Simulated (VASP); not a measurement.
A run of VASP 6.6.1 is set up as follows.

File INCAR:

```
ALGO = Normal ; EDIFF = 1E-7
EDIFFG = -0.002 ; ENCUT = 600
GGA_COMPAT = F ; IBRION = 2
ISIF = 3 ; ISMEAR = 0
LASPH = T ; LCHARG = F
LREAL = F ; LWAVE = F
NELM = 120 ; NELMIN = 4
NSW = 100 ; PREC = Accurate
SIGMA = 0.02
```

Contents of KPOINTS:

```
k-points
0
Gamma
  8 8 8
```

Contents of POSCAR:

```
BN
1.0
    0.0000000000      1.7899407152      1.7899407152
    1.7899407152      0.0000000000      1.7899407152
    1.7899407152      1.7899407152      0.0000000000
B N
1 1
Direct
    0.0000000000      0.0000000000      0.0000000000
    0.2500000000      0.2500000000      0.2500000000
```

Potentials or basis: VASP PAW LDA potentials, release 64 (B, N).

The run is started by

```bash
$ cat potpaw_LDA.64/B/POTCAR potpaw_LDA.64/N/POTCAR > POTCAR
$ mpirun -np 1 vasp_std > vasp.out
```

(1) Estimate the relaxed cell.

(2) What does it give for the band gap on the k mesh?

(3) Estimate the relaxed volume.

Answers

(1) a = 2.533 Å, b = 2.533 Å, c = 2.533 Å, α = 60.00°, β = 60.00°, γ = 60.00°.

(2) 4.37 eV, indirect (least direct gap 8.81 eV).

(3) 5.75 Å³/atom.
